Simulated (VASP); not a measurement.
A run of VASP 6.6.1 is set up as follows.

Contents of INCAR:

```
SYSTEM = CuI
PREC = Accurate
ENCUT = 520
EDIFF = 1E-6
ISMEAR = 0
SIGMA = 0.02
LREAL = .FALSE.
LASPH = .TRUE.
NELM = 60
ALGO = Normal
ISIF = 2
LWAVE = .FALSE.
LCHARG = .TRUE.
GGA = PS
LELF = .TRUE.
LVHAR = .TRUE.
NBANDS = 26
```

The input KPOINTS:

```
Automatic mesh
0
G
  8 8 4
  0 0 0
```

File POSCAR:

```
CuI
1.0
    4.1620610390      0.0000000000      0.0000000000
    0.0000000000      4.1620610390      0.0000000000
    0.0000000000      0.0000000000      6.7397419648
Cu I
2 2
Direct
    0.5000000000      0.5000000000      0.0000000000
    0.0000000000      0.0000000000      0.0000000000
    0.5000000000      0.0000000000      0.2395903156
    0.0000000000      0.5000000000      0.7604096844
```

Potentials or basis: VASP PAW PBE potentials, release 64 (Cu, I).

Launch:

```console
$ cat potpaw_PBE.64/Cu/POTCAR potpaw_PBE.64/I/POTCAR > POTCAR
$ mpirun -np 1 vasp_std > vasp.out
```

Predict the largest force.

0.020 eV/Å.

What does it give for the pressure?

-1.2 GPa.

Estimate the band gap on the k mesh.

1.61 eV.

Stress tensor (GPa, compression positive):
```
-1.63  0.00  0.00
 0.00 -1.63  0.00
 0.00  0.00 -0.26
```

Caveat: the cell differs from its parent crystal (equal strain along all axes, cell held: +4.0 %, then relaxed in part); the PAW data sets were made with another functional, which shifts forces and pressure a little; spin-orbit coupling is left out, which moves the levels of the heavy elements; this functional lacks dispersion, which binds layers or chains, so the pressure and a relaxed spacing across them are unreliable. A k mesh can miss the band edges.
